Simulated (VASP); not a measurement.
# Al: single point with BLYP

Al:

```
Al
1.0
     2.92576    0.00000    0.00000
    -1.46288    2.53378    0.00000
     0.00000    0.00000    4.94870
Al
2
Direct
  0.33333 0.66667 0.25000
  0.66667 0.33333 0.75000
```

This cell differs from its parent crystal: volume scaled by 1.04.

```yaml
Program: VASP 6.6.1
Task: single point
Functional: BLYP
Potentials_or_basis: VASP PAW PBE potentials, release 64 (Al)
Cutoff: 520 eV
k_mesh: 14 × 14 × 7
Occupations: fermi-dirac, width 0.1 eV
Spin: no spin polarisation
```

```
Pressure               : -1.7 GPa
Band gap on the k mesh : zero (band 3 reaches 10.05 eV, above the bottom of band 4 at 4.74 eV)
```

Stress tensor (GPa, compression positive):
```
-2.22  0.00  0.00
 0.00 -2.22  0.00
 0.00  0.00 -0.69
```

Levels at points of the mesh, in eV from the Fermi level:
| k point | band 1 | band 2 | band 3 | band 4 | band 5 | band 6 | band 7 |
| --- | --- | --- | --- | --- | --- | --- | --- |
| (0.00, 0.00, 0.00) | -10.39 | -4.73 | -4.21 | 10.09 | 10.09 | 10.80 | 10.80 |
| (0.50, 0.00, 0.00) | -4.92 | -4.56 | 0.59 | 0.66 | 1.10 | 1.76 | 5.45 |

It took 11 s on 1 thread of Intel(R) Xeon(R) 6975P-C (Granite Rapids), on a shared host, peak memory 0.16 GiB.

Caveat: the PAW data sets were made with another functional, which shifts forces and pressure a little.
